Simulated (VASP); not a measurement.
Here is a VASP 6.6.1 calculation.

INCAR

```
  PREC = Accurate
  ENCUT = 520
  EDIFF = 1E-6
  ISMEAR = -1
  SIGMA = 0.03
  LREAL = F
  LASPH = T
  NELM = 80
  ALGO = Normal
  ISIF = 2
  LWAVE = F
  LCHARG = F
  GGA = CA
  NBANDS = 15
```

The input KPOINTS:

```
regular mesh
0
Gamma
  9 9 9
```

The input POSCAR:

```
CaSe
1.0
    0.0000000000      2.9852016162      2.9405357242
    2.9852016162      0.0000000000      2.9405357242
    2.9852016162      2.9852016162      0.0000000000
Ca Se
1 1
Direct
    0.0000000000      0.0000000000      0.0000000000
    0.5000000000      0.5000000000      0.5000000000
```

Potentials or basis: VASP PAW LDA potentials, release 64 (Ca_sv, Se).

Run with:

```sh
$ cat potpaw_LDA.64/Ca_sv/POTCAR potpaw_LDA.64/Se/POTCAR > POTCAR
$ mpirun -np 1 vasp_std > vasp.out
```

Question: Estimate the pressure.

Answer: -3.5 GPa.

Question: Estimate the band gap on the k mesh.

Answer: 1.92 eV (least direct gap 2.82 eV).

Stress tensor (GPa, compression positive):
```
-3.89  0.00  0.00
 0.00 -3.89  0.00
 0.00  0.00 -2.68
```

Caveat: the cell stands under tension. A k mesh can miss the band edges.
